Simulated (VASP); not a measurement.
Runs of VASP 6.6.1 on Zn. The structure is that of space group Pm-3m (No. 221), or close to it. The cells are those of the table. 

| task | cell | cutoff (eV) | k mesh for the DOS | occupations for the DOS | gap on the mesh (eV) | pressure (GPa) |
| --- | --- | --- | --- | --- | --- | --- |
| single point | a = 2.441 Å, 1 atom | 520 | - | - | none | 19.4 |
| relaxation of cell and atoms | relaxed from a = 2.539 Å, 1 atom | 600 | - | - | none | 0.0 |
| single point | a = 1.937 Å, 1 atom | 520 | - | - | none | 437.1 |
| single point | a = 2.629 Å, 1 atom | 520 | - | - | none | 0.2 |
| single point | a = 2.539 Å, 1 atom | 520 | - | - | none | (a) |

Alike in all rows: level PBE; potentials or basis VASP PAW PBE potentials, release 64 (Zn); no spin polarisation; k mesh 17 × 17 × 17; smearing fermi-dirac 0.08 eV.

Question: Fill in the values left out.

Answer: (a) 6.9.

A gap of «none» marks levels without a gap at the run's occupations.
